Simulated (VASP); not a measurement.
# CaSn3Se4: single point with r2SCAN

Crystal: CaSn3Se4.

```
Sn Se Ca
1.0
     6.00379    0.00000    0.00000
     0.00000    6.00379    0.00000
     0.00000    0.00000    6.00379
Sn Se Ca
3 4 1
Direct
  0.50000 0.00000 0.00000
  0.00000 0.50000 0.00000
  0.00000 0.00000 0.50000
  0.00000 0.50000 0.50000
  0.50000 0.00000 0.50000
  0.50000 0.50000 0.00000
  0.00000 0.00000 0.00000
  0.50000 0.50000 0.50000
```

```
Program             : VASP 6.6.1
Task                : single point
Functional          : r2SCAN
Potentials or basis : VASP PAW PBE potentials, release 64 (Sn_d, Se, Ca_sv)
Cutoff              : 520 eV
k mesh              : 4 × 4 × 4
Occupations         : fermi-dirac, width 0.02 eV
Spin                : no spin polarisation
```

* Pressure: 0.0 GPa
* Band gap on the k mesh: zero (filled and empty bands touch)

Levels at points of the mesh, in eV from the Fermi level:
```csv
k point,band 36,band 37,band 38,band 39,band 40,band 41
"(0.00, 0.00, 0.00)",-2.48,-2.48,-2.48,1.76,1.76,1.76
"(0.50, 0.00, 0.00)",-1.94,-1.77,-1.31,1.19,1.56,1.73
"(0.50, 0.50, 0.00)",-1.13,-0.82,-0.82,0.58,0.91,1.09
"(0.50, 0.50, 0.50)",-0.27,-0.01,-0.01,-0.01,0.13,0.13
```

Run time: 3.1 min on 1 thread of Intel(R) Xeon(R) 6975P-C (Granite Rapids), on a shared host, peak memory 0.41 GiB.

Caveat: semilocal functionals underestimate gaps, and a narrow one can read as zero; the PAW data sets were made with another functional, which shifts forces and pressure a little; spin-orbit coupling is left out, which moves the levels of the heavy elements.
